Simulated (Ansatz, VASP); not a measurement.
**Cs4Au: VASP beside Ansatz**

INCAR

```
SYSTEM = Cs4Au
PREC = Accurate
ENCUT = 600
EDIFF = 1E-6
ISMEAR = 0
SIGMA = 0.1
LREAL = .FALSE.
LASPH = .TRUE.
NELM = 80
ALGO = Fast
ISIF = 3
LWAVE = .FALSE.
LCHARG = .FALSE.
GGA = PE
IBRION = 2
NSW = 100
EDIFFG = -0.01
```

Contents of KPOINTS:

```
Automatic mesh
0
G
  6 6 6
  0 0 0
```

POSCAR

```
Cs4Au
1.0
   -4.6045404000      4.6045404000      4.6045404000
    4.6045404000     -4.6045404000      4.6045404000
    4.6045404000      4.6045404000     -4.6045404000
Cs Au
4 1
Direct
    0.0000000000      0.0000000000      0.5000000000
    0.5000000000      0.0000000000      0.0000000000
    0.0000000000      0.5000000000      0.0000000000
    0.5000000000      0.5000000000      0.5000000000
    0.0000000000      0.0000000000      0.0000000000
```

Input for Ansatz:

```yaml
crystal:
  lattice:
    - [-4.6045404, 4.6045404, 4.6045404]
    - [4.6045404, -4.6045404, 4.6045404]
    - [4.6045404, 4.6045404, -4.6045404]
  atoms:
    - { symbol: Cs, position: [0.0, 0.0, 0.5] }
    - { symbol: Cs, position: [0.5, 0.0, 0.0] }
    - { symbol: Cs, position: [0.0, 0.5, 0.0] }
    - { symbol: Cs, position: [0.5, 0.5, 0.5] }
    - { symbol: Au, position: [0.0, 0.0, 0.0] }
basis:
  ecutwfc: 420
kpoints:
  mp_grid: { grid: [6, 6, 6] }
hamiltonian:
  xc: pbe
scf:
  occupations: { method: gaussian, width: 0.1 }
output:
  forces: true
  stress: true
  eigenvalues: true
relax:
  adjacent_minimum: "off"
  f_tol: 0.01
  max_steps: 80
  cell: { stress_tol: 0.05 }
```

Change from the starting cell: relaxed end of: species swapped into the Hg4Pt type (Im-3m, No. 229).

Alike in both runs: task relaxation of cell and atoms; functional PBE; k mesh 6 × 6 × 6; occupations gaussian, width 0.1 eV; no spin polarisation.

```csv
,VASP,Ansatz
version,VASP 6.6.1,Ansatz 0.2.0
potentials or method,"VASP PAW PBE potentials, release 64 (Cs_sv, Au), cutoff 600 eV","scalar-relativistic, plane waves, PAW"
valence electrons in the cell,47,55
```

|  | VASP | Ansatz | Ansatz less VASP |
| --- | --- | --- | --- |
| gap on the k mesh at the Fermi level, each at its own relaxed structure (eV) | none | none | - |
| relaxed volume (Å³/atom) | 78.10 | 78.10 | 0.000 |
| relaxed cell length with the largest relative difference (Å) | 7.975 | 7.975 | 0.0000 |

A gap of «none» marks a metal or a gap that the smearing closes. VASP's potentials hold 47 valence electrons a cell and Ansatz's 55, so a difference there can come from the potentials and not from the codes.

Spin-orbit coupling is off throughout. Noted on VASP's run: the relaxation stopped at its first step, so nothing moved.
